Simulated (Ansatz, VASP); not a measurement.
**Al in VASP and in Ansatz**

File INCAR:

```
SYSTEM = Al
ALGO = Normal
EDIFF = 1E-7
ENCUT = 520
GGA = PS
ISIF = 2
ISMEAR = -1
LASPH = .True.
LCHARG = .True.
LELF = .True.
LREAL = .False.
LVHAR = .True.
LWAVE = .False.
NBANDS = 10
NELM = 60
PREC = Accurate
SIGMA = 0.05
```

Contents of KPOINTS:

```
k-points
0
Gamma
  14 14 7
  0 0 0
```

POSCAR

```
Al
1.0
    2.8124550000      0.0187497000      0.0187497000
   -1.3899902800      2.4262831467      0.0068628667
    0.0324456667      0.0324456667      4.8668500000
Al
2
Direct
    0.6666666667      0.3333333333      0.7500000000
    0.3333333333      0.6666666667      0.2500000000
```

Input for Ansatz:

```yaml
crystal:
  lattice:
    - [2.812455, 0.018749699999999998, 0.018749699999999998]
    - [-1.3899902800000001, 2.4262831466666666, 0.006862866666666668]
    - [0.032445666666666664, 0.032445666666666664, 4.86685]
  atoms:
    - { symbol: Al, position: [0.6666666666666666, 0.3333333333333333, 0.75] }
    - { symbol: Al, position: [0.3333333333333333, 0.6666666666666666, 0.25] }
basis:
  ecutwfc: 550.0
kpoints:
  mp_grid:
    grid: [14, 14, 7]
hamiltonian:
  xc: pbesol
scf:
  occupations:
    method: fermi_dirac
    width: 0.05
output:
  stress: true
```

Alike in both runs: task single point; functional PBEsol; k mesh 14 × 14 × 7; occupations fermi-dirac, width 0.05 eV; no spin polarisation.

|  | VASP | Ansatz |
| --- | --- | --- |
| version | VASP 6.6.1 | Ansatz 0.2.0 |
| potentials or method | VASP PAW PBE potentials, release 64 (Al), cutoff 520 eV | plane waves, PAW |
| valence electrons in the cell | 6 | 6 |

Ansatz gave:

* pressure (GPa): -1.4
* traceless stress, the component that is largest in VASP (GPa): -1.19

Task: Which values does VASP return?

Result: Pressure (GPa): -1.3; traceless stress, the component that is largest in VASP (GPa): -1.20.

VASP's potentials were made for PBE, not for PBEsol.
